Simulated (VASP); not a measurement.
# BeCd2S3 (Imm2) in VASP: a series of runs

The runs below take BeCd2S3 through single point, relaxation of cell and atoms, with PBE.

Program: VASP 6.6.1. These are calculated values, not measurements. Logs are shortened: lines on timing, memory, paths and dates and some standing lists are left out, and cuts for length are marked.

**1. The cell of the first run**

The structure is orthorhombic, space group Imm2 (No. 44). Conventional cell: a = 3.869 Å, b = 11.762 Å, c = 5.672 Å, α = 90.00°, β = 90.00°, γ = 90.00°. Be (site symmetry mm2) has 4 S at 2.10 to 2.24 Å within 2.8 Å. Cd (site symmetry m) has 4 S at 2.54 to 2.56 Å within 3.4 Å. S (site symmetry mm2) has 2 Be at 2.24 Å and 2 Cd at 2.55 Å within 3.0 Å. S (site symmetry m) has 1 Be at 2.10 Å and 3 Cd at 2.54 to 2.56 Å within 2.8 Å.

**2. Single point, PBE**

INCAR

```
  PREC = Accurate
  ENCUT = 520
  EDIFF = 1E-6
  ISMEAR = 0
  SIGMA = 0.02
  LREAL = False
  LASPH = True
  NELM = 60
  ALGO = Normal
  ISIF = 2
  LWAVE = False
  LCHARG = False
  GGA = PE
  NBANDS = 31
```

KPOINTS

```
Automatic mesh
0
Gamma
  8 8 8
```

POSCAR

```
BeCd2S3
1.0
   -1.9343455882      5.8810918833      2.8358404576
    1.9343455882     -5.8810918833      2.8358404576
    1.9343455882      5.8810918833     -2.8358404576
Be Cd S
1 2 3
Direct
    0.9900838851      0.9900838851      0.0000000000
    0.6524177372      0.9929786378      0.6594390994
    0.3335395383      0.9929786378      0.3405609006
    0.1880456702      0.6880456702      0.5000000000
    0.6348558553      0.7829565846      0.8518992708
    0.9310573138      0.7829565846      0.1481007292
```

Potentials or basis: VASP PAW PBE potentials, release 64 (Be, Cd, S).

Launch:

```console
$ cat potpaw_PBE.64/Be/POTCAR potpaw_PBE.64/Cd/POTCAR potpaw_PBE.64/S/POTCAR > POTCAR
$ mpirun -np 1 vasp_std > vasp.out
```

OUTCAR:

```text
PREC = Accurate
   ENCUT = 520
   EDIFF = 1E-6
   ISMEAR = 0
   LREAL = False
   LASPH = True
   NELM = 60
   ISIF = 2
   GGA = PE

 ion  position               nearest neighbor table
   1  0.990  0.990  0.000-   6 2.10   5 2.10   4 2.24   4 2.24
   2  0.652  0.993  0.659-   6 2.54   6 2.54   4 2.55   5 2.56   3 3.75
   3  0.334  0.993  0.341-   5 2.54   5 2.54   4 2.55   6 2.56   2 3.75
   4  0.188  0.688  0.500-   1 2.24   1 2.24   2 2.55   3 2.55
   5  0.635  0.783  0.852-   1 2.10   3 2.54   3 2.54   2 2.56
   6  0.931  0.783  0.148-   1 2.10   2 2.54   2 2.54   3 2.56

  LATTYP: Found a body centered orthorhombic cell.
 ALAT       =     3.8686911764
 B/A-ratio  =     1.4660464370
 C/A-ratio  =     3.0403522096

  Lattice vectors:

 A1 = (  -1.9343455882,   5.8810918833,  -2.8358404576)
 A2 = (   1.9343455882,   5.8810918833,   2.8358404576)
 A3 = (   1.9343455882,  -5.8810918833,  -2.8358404576)

Analysis of symmetry for initial positions (statically):
=====================================================================
 Subroutine PRICEL returns:
 Original cell was already a primitive cell.

 Routine SETGRP: Setting up the symmetry group for a
 body centered orthorhombic supercell.

 Subroutine GETGRP returns: Found  4 space group operations
 (whereof  4 operations were pure point group operations)
 out of a pool of  8 trial point group operations.

The static configuration has the point symmetry C_2v.

Analysis of symmetry for dynamics (positions and initial velocities):
=====================================================================
 Subroutine PRICEL returns:
 Original cell was already a primitive cell.

 Routine SETGRP: Setting up the symmetry group for a
 body centered orthorhombic supercell.

 Subroutine GETGRP returns: Found  4 space group operations
 (whereof  4 operations were pure point group operations)
 out of a pool of  8 trial point group operations.

The dynamic configuration has the point symmetry C_2v.

 Subroutine INISYM returns: Found  4 space group operations
 (whereof  4 operations are pure point group operations),
 and found     1 'primitive' translations

----------------------------------------------------------------------------------------

                                     Primitive cell

  volume of cell :     129.0428

  direct lattice vectors                    reciprocal lattice vectors
    -1.934345588  5.881091883  2.835840458     0.000000000  0.085018226  0.176314573
     1.934345588 -5.881091883  2.835840458     0.258485352  0.000000000  0.176314573
     1.934345588  5.881091883 -2.835840458     0.258485352  0.085018226  0.000000000

  length of vectors
     6.809620085  6.809620085  6.809620085     0.195741992  0.312892163  0.272108023

  position of ions in fractional coordinates (direct lattice)
     0.990083885  0.990083885  0.000000000
     0.652417737  0.992978638  0.659439099
     0.333539538  0.992978638  0.340560901
     0.188045670  0.688045670  0.500000000
     0.634855855  0.782956585  0.851899271
     0.931057314  0.782956585  0.148100729

  ion indices of the primitive-cell ions
   primitive index   ion index
                 1           1
                 2           2
                 3           3
                 4           4
                 5           5
                 6           6

----------------------------------------------------------------------------------------

 KPOINTS: Automatic mesh

Automatic generation of k-mesh.
 Grid dimensions read from file:
 generate k-points for:    8    8    8

 Generating k-lattice:

  Cartesian coordinates                     Fractional coordinates (reciprocal lattice)
     0.000000000  0.010627278  0.022039322     0.125000000  0.000000000  0.000000000
     0.032310669  0.000000000  0.022039322     0.000000000  0.125000000  0.000000000
     0.032310669  0.010627278  0.000000000     0.000000000  0.000000000  0.125000000

  Length of vectors
     0.024467749  0.039111520  0.034013503

  Shift w.r.t. Gamma in fractional coordinates (k-lattice)
     0.000000000  0.000000000  0.000000000

 Subroutine IBZKPT returns following result:
 ===========================================

 Found     95 irreducible k-points:

 Following reciprocal coordinates:
            Coordinates               Weight
  0.000000  0.000000  0.000000      1.000000
  0.125000  0.000000  0.000000      4.000000
  0.250000  0.000000  0.000000      4.000000
  0.375000  0.000000 -0.000000      4.000000
  0.500000  0.000000  0.000000      2.000000
  0.000000  0.125000 -0.000000      4.000000
[... 16 lines left out ...]
  0.125000  0.375000 -0.000000      8.000000
  0.250000  0.375000 -0.000000      8.000000
 [... further k-points ...]
   k-points           NKPTS =     95   k-points in BZ     NKDIM =     95   number of bands    NBANDS=     31
   number of dos      NEDOS =    301   number of ions     NIONS =      6
   total plane-waves  NPLWV = 157464
[... 38 lines left out ...]
  Thomas-Fermi vector in A             =   2.280400
   LORBIT       =      0    0 simple, 1 ext, 2 COOP (PROOUT), +10 PAW based schemes
   GGA     = PE    functional components
   LHFCALC =     F    Hartree Fock is set to
   AEXX    =    0.0000 exact exchange contribution
   IVDW    =     0    specifies the selected vdW correction
   LEPSILON=     F    determine dielectric tensor
   LRPA    =     F    only Hartree local field effects (RPA)
 non-spin polarized calculation
 Gauss-broadening in eV      SIGMA  =   0.02
  energy-cutoff  :      520.00
  volume of cell :      129.04
 maximum number of plane-waves:      3497
 NGX is ok and might be reduce to    54
   NGX = 25   NGY = 25   NGZ = 25

 number of electron      44.0000004 magnetization

 Free energy of the ion-electron system (eV)
  ---------------------------------------------------
  ext. energy  EPLUGINS =         0.00000000
  ---------------------------------------------------
  free energy    TOTEN  =       -21.96314550 eV

  energy without entropy =      -21.96314550  energy(sigma->0) =      -21.96314550

 E-fermi :   2.1279     XC(G=0):  -9.2981

 val. band max:        2.0253186288   @ k =   0.0000   0.0000   0.0000
 cond. band min:       3.7090216416   @ k =   0.0000   0.0000   0.0000
 fundamental gap:      1.6837030128
 Fermi energy:         2.1278989326

 k-point     1 :       0.0000    0.0000    0.0000
  band No.  band energies     occupation
      1     -10.7378      2.00000
      2      -9.8435      2.00000
      3      -9.6956      2.00000
      4      -5.7108      2.00000
      5      -5.6926      2.00000
      6      -5.6825      2.00000
[... 23 lines left out ...]
     30       9.8374      0.00000
     31      10.2153      0.00000

 k-point     2 :       0.1250    0.0000    0.0000
  band No.  band energies     occupation
      1     -10.7055      2.00000
      2      -9.8592      2.00000
      3      -9.7153      2.00000
      4      -5.7189      2.00000
      5      -5.6853      2.00000
      6      -5.6799      2.00000
[... 23 lines left out ...]
     30       9.4092      0.00000
     31      10.2273      0.00000

 k-point     3 :       0.2500    0.0000    0.0000
  band No.  band energies     occupation
      1     -10.6181      2.00000
      2      -9.8989      2.00000
      3      -9.7704      2.00000
      4      -5.7259      2.00000
      5      -5.6708      2.00000
      6      -5.6707      2.00000
[... 23 lines left out ...]
     30       8.9421      0.00000
     31       9.7974      0.00000

 k-point     4 :       0.3750    0.0000   -0.0000
  band No.  band energies     occupation
      1     -10.5086      2.00000
      2      -9.9506      2.00000
      3      -9.8356      2.00000
      4      -5.7152      2.00000
      5      -5.6530      2.00000
      6      -5.6469      2.00000
[... 635 lines left out ...]
     30       9.8785      0.00000
     31      10.1512      0.00000

 k-point    23 :       0.1250    0.3750   -0.0000
  band No.  band energies     occupation
      1     -10.1271      2.00000
      2      -9.8194      2.00000
      3      -9.7867      2.00000
      4      -5.6695      2.00000
      5      -5.6271      2.00000
      6      -5.5141      2.00000
[... 23 lines left out ...]
     30       9.3921      0.00000
     31       9.5760      0.00000

 k-point    24 :       0.2500    0.3750   -0.0000
  band No.  band energies     occupation
      1     -10.1110      2.00000
      2      -9.8410      2.00000
      3      -9.7830      2.00000
      4      -5.6614      2.00000
      5      -5.6258      2.00000
      6      -5.5471      2.00000
[... 23 lines left out ...]
     30       9.0650      0.00000
     31       9.5241      0.00000

 [... further k-points ...]

------------------------ aborting loop because EDIFF is reached ----------------------------------------

  FORCE on cell =-STRESS in cart. coord.  units (eV):
  Direction    XX          YY          ZZ          XY          YZ          ZX
  --------------------------------------------------------------------------------------
  -------------------------------------------------------------------------------------
  Total        0.2112480      0.1841888      0.2267497      0.0000000      0.0000000      0.0000000
  in kB        2.6228252      2.2868625      2.8152928      0.0000000      0.0000000      0.0000000
  external PRESSURE =       2.5749935 kB  Pullay stress =       0.0000000 kB

 VOLUME and BASIS-vectors are now :
 -----------------------------------------------------------------------------
  energy-cutoff  :      520.00
  volume of cell :      129.04
      direct lattice vectors                 reciprocal lattice vectors
    -1.934345588  5.881091883  2.835840458     0.000000000  0.085018226  0.176314573
     1.934345588 -5.881091883  2.835840458     0.258485352  0.000000000  0.176314573
     1.934345588  5.881091883 -2.835840458     0.258485352  0.085018226  0.000000000

 POSITION                                       TOTAL-FORCE (eV/Angst)
 -----------------------------------------------------------------------------------
      0.00000      0.00000      5.61544         0.000000      0.000000     -0.005892
      1.93435      1.87535      2.79602         0.000000      0.001093     -0.007260
      1.93435     -1.87535      2.79602         0.000000     -0.001093     -0.007260
      1.93435      0.00000      1.06654        -0.000000     -0.000000     -0.032463
      1.93435      4.13910      1.60484        -0.000000      0.030567      0.026437
      0.00000      1.74199      4.44068        -0.000000     -0.030567      0.026437
 -----------------------------------------------------------------------------------
    total drift:                                0.000000      0.000002      0.000731

  FREE ENERGIE OF THE ION-ELECTRON SYSTEM (eV)
  ---------------------------------------------------
  free  energy   TOTEN  =       -21.9631455032 eV

  energy  without entropy=      -21.9631455032  energy(sigma->0) =      -21.96314550
```

Run time: 5.8 min. Hardware: 1 thread of Intel Xeon 6975P-C (Granite Rapids), shared host; peak memory 0.62 GiB.

What came out:

```
Free energy            : -21.9631 eV
Pressure               : 0.3 GPa
Largest force          : 0.040 eV/Å
Band gap on the k mesh : 1.68 eV
```

Forces on the atoms (eV/Å):
```
Be   0.000  0.000 -0.006
Cd   0.000  0.001 -0.007
Cd   0.000 -0.001 -0.007
S    0.000  0.000 -0.032
S    0.000  0.031  0.026
S    0.000 -0.031  0.026
```

Levels at points of the mesh, in eV from the valence-band top:
```csv
k point,band 19,band 20,band 21,band 22,band 23,band 24,band 25,band 26
"(0.00, 0.00, 0.00)",-0.92,-0.39,-0.26,0.00,1.68,4.02,5.04,5.33
"(0.50, 0.00, 0.00)",-1.37,-0.77,-0.70,-0.47,2.96,4.10,4.20,5.16
"(0.00, 0.50, 0.00)",-2.03,-1.76,-0.87,-0.78,2.95,4.89,4.90,5.73
"(0.50, 0.50, 0.00)",-2.26,-2.04,-1.35,-1.34,3.23,3.64,4.70,4.88
"(0.50, 0.50, 0.50)",-1.36,-1.29,-0.48,-0.15,2.89,3.73,3.98,4.75
```

**3. Single point, PBE**

This run uses another cell than the first one, of 21.56 Å³/atom.

INCAR

```
SYSTEM = BeCd2S3
  ALGO = Normal
  EDIFF = 1E-7
  ENCUT = 520
  GGA = PE
  ISIF = 2
  ISMEAR = 0
  LASPH = .TRUE.
  LCHARG = .TRUE.
  LELF = .TRUE.
  LREAL = .FALSE.
  LVHAR = .TRUE.
  LWAVE = .FALSE.
  NBANDS = 31
  NELM = 100
  PREC = Accurate
  SIGMA = 0.15
```

KPOINTS

```
k-points
0
G
  4 4 4
  0 0 0
```

POSCAR

```
BeCd2S3
1.0
   -1.9404954702      5.8835620811      2.8332215263
    1.9404954702     -5.8835620811      2.8332215263
    1.9404954702      5.8835620811     -2.8332215263
Be Cd S
1 2 3
Direct
   -0.0104257100     -0.0104257100      0.0000000000
    0.6541666448     -0.0057330252      0.6598996700
    0.3343673049     -0.0057330252      0.3401003300
    0.1879153851      0.6879153851      0.5000000000
    0.6334896599      0.7819881876      0.8515014723
    0.9304867153      0.7819881876      0.1484985277
```

Potentials or basis: VASP PAW PBE potentials, release 64 (Be, Cd, S).

Launch:

```console
$ cat potpaw_PBE.64/Be/POTCAR potpaw_PBE.64/Cd/POTCAR potpaw_PBE.64/S/POTCAR > POTCAR
$ mpirun -np 1 vasp_std > vasp.out
```

Run time: 3.4 min. Hardware: 1 thread of AMD EPYC 7R13 (Zen 3), shared host; peak memory 0.39 GiB.

It converged, with:

| Item | Value |
| --- | --- |
| Free energy | -21.9460 eV |
| Pressure | 0.2 GPa |
| Largest force | 0.113 eV/Å |
| Band gap on the k mesh | 1.69 eV |

Forces on the atoms (eV/Å):
```
Be   0.000  0.000 -0.001
Cd   0.000 -0.039 -0.060
Cd   0.000  0.039 -0.060
S    0.000  0.000 -0.022
S    0.000  0.087  0.072
S    0.000 -0.087  0.072
```

Stress tensor (GPa, compression positive):
```
0.29 0.00 0.00
0.00 0.02 0.00
0.00 0.00 0.17
```

Levels at points of the mesh, in eV from the valence-band top:
```tsv
k point	band 19	band 20	band 21	band 22	band 23	band 24	band 25	band 26
(0.00, 0.00, 0.00)	-0.94	-0.37	-0.24	0.00	1.69	4.02	5.07	5.30
(0.50, 0.00, 0.00)	-1.34	-0.75	-0.71	-0.49	2.97	4.10	4.20	5.18
(0.00, 0.50, 0.00)	-2.00	-1.74	-0.85	-0.77	2.98	4.91	4.94	5.76
(0.50, 0.50, 0.00)	-2.25	-2.04	-1.34	-1.31	3.26	3.66	4.71	4.91
(0.50, 0.50, 0.50)	-1.33	-1.28	-0.48	-0.16	2.91	3.73	3.97	4.76
```

Caveat: the k points lie up to 0.43 Å⁻¹ apart.

**4. Relaxation of cell and atoms, PBE**

This run uses another cell than the first one, of 20.02 Å³/atom.

INCAR

```
ALGO = Normal
EDIFF = 1E-6
EDIFFG = -0.08
ENCUT = 600
GGA = PE
IBRION = 2
ISIF = 3
ISMEAR = 0
LASPH = True
LCHARG = False
LREAL = False
LWAVE = False
NELM = 80
NSW = 36
PREC = Accurate
SIGMA = 0.15
```

KPOINTS

```
k-points
0
Gamma
  4 4 4
```

POSCAR

```
BeCd2S3
1.0
   -1.9200000000      5.7600000000      2.7150000000
    1.9200000000     -5.7600000000      2.7150000000
    1.9200000000      5.7600000000     -2.7150000000
Be Cd S
1 2 3
Direct
    0.0000000000      0.0000000000      0.0000000000
    0.6670000000      0.0000000000      0.6670000000
    0.3330000000      0.0000000000      0.3330000000
    0.2300000000      0.7300000000      0.5000000000
    0.5830000000      0.7500000000      0.8330000000
    0.9170000000      0.7500000000      0.1670000000
```

Launch:

```console
$ cat potpaw_PBE.64/Be/POTCAR potpaw_PBE.64/Cd/POTCAR potpaw_PBE.64/S/POTCAR > POTCAR
$ mpirun -np 1 vasp_std > vasp.out
```

Run time: 12 min. Hardware: 1 thread of AMD EPYC 7R13 (Zen 3), shared host; peak memory 0.42 GiB.

It converged, with:

```
Free energy                           : -21.9439 eV
Relaxed volume                        : 21.61 Å³/atom
Relaxed cell                          : a = 6.825 Å, b = 6.825 Å, c = 6.825 Å, α = 146.94°, β = 60.38°, γ = 131.01°
Space group after relaxing (to 0.1 Å) : Imm2 (No. 44)
Energy gained by relaxing             : 263.6 meV/atom
Ionic steps                           : 10
Pressure after relaxing               : -0.1 GPa
Largest force after relaxing          : 0.080 eV/Å
Band gap on the k mesh                : 1.67 eV
```

Forces on the atoms (eV/Å):
```
Be   0.000  0.000 -0.080
Cd   0.000 -0.050  0.016
Cd   0.000  0.050  0.016
S    0.000  0.000  0.051
S    0.000  0.020 -0.002
S    0.000 -0.020 -0.002
```

Stress tensor (GPa, compression positive):
```
-0.09  0.00  0.00
 0.00 -0.14  0.00
 0.00  0.00 -0.04
```

The path:
| step | energy change (eV) | largest force (eV/Å) | pressure (GPa) | volume (Å³) |
| --- | --- | --- | --- | --- |
| 1 | 0.0000 | 3.1327 | 10.95 | 120.10 |
| 2 | -1.0597 | 1.0470 | -5.06 | 145.47 |
| 3 | -1.1025 | 1.3400 | -3.22 | 140.46 |
| 4 | -1.4296 | 0.8154 | -2.00 | 135.36 |
| 5 | -1.5581 | 0.2465 | 0.10 | 129.87 |
| 6 | -1.5597 | 0.1645 | -0.20 | 130.52 |
| 7 | -1.5598 | 0.1731 | -0.11 | 130.32 |
| 8 | -1.5716 | 0.1537 | 0.03 | 129.82 |
| 9 | -1.5768 | 0.1467 | 0.22 | 129.19 |
| 10 | -1.5817 | 0.0799 | -0.09 | 129.67 |

Final structure:
```xyz
6
Lattice="-1.9420 5.8994 2.8297 1.9420 -5.8994 2.8297 1.9420 5.8994 -2.8297" Properties=species:S:1:pos:R:3 pbc="T T T"
Be    0.0000    0.0000    5.6167
Cd    1.9420    1.8955    2.7846
Cd    1.9420   -1.8955    2.7846
S     1.9420    0.0000    1.0619
S     1.9420    4.1586    1.6013
S     0.0000    1.7408    4.4310
```

Levels at points of the mesh, in eV from the valence-band top:
```
           k point  band 20  band 21  band 22  band 23  band 24  band 25
(0.00, 0.00, 0.00)    -0.36    -0.24     0.00     1.67     3.98     5.01
(0.50, 0.00, 0.00)    -0.75    -0.69    -0.47     2.95     4.08     4.17
(0.00, 0.50, 0.00)    -1.73    -0.83    -0.77     2.95     4.88     4.92
(0.50, 0.50, 0.00)    -2.01    -1.32    -1.32     3.24     3.64     4.70
(0.50, 0.50, 0.50)    -1.28    -0.49    -0.14     2.87     3.71     3.99
```

Caveat: the k points lie up to 0.43 Å⁻¹ apart in the final cell; the relaxation stopped at a loose force limit of 0.08 eV/Å, so its end isn't a converged minimum.

**5. Summary**

```tsv
task	cell	k mesh	cutoff (eV)	smearing	gap on the mesh (eV)	pressure (GPa)	largest force (eV/Å)
single point	a = 6.810 Å, angles 147.0, 60.5, 130.8°, 6 atoms, atomic positions A	8 × 8 × 8	520	gaussian 0.02 eV	1.68	0.3	0.04
single point	a = 6.812 Å, angles 146.9, 60.5, 130.8°, 6 atoms, atomic positions A	4 × 4 × 4	520	gaussian 0.15 eV	1.69	0.2	0.11
relaxation of cell and atoms	relaxed from a = 6.651 Å, angles 146.4, 60.0, 131.8°, 6 atoms, atomic positions B	4 × 4 × 4	600	gaussian 0.15 eV	1.67	-0.1	0.08
```

Alike in all rows: level PBE; potentials or basis VASP PAW PBE potentials, release 64 (Be, Cd, S); no spin polarisation.

Caveats: some runs use coarse meshes; the relaxation stopped at a loose force limit of 0.08 eV/Å, so its end isn't a converged minimum (at least some runs).

Total energies depend on the potentials used, so only differences within one code and one set of settings carry meaning.
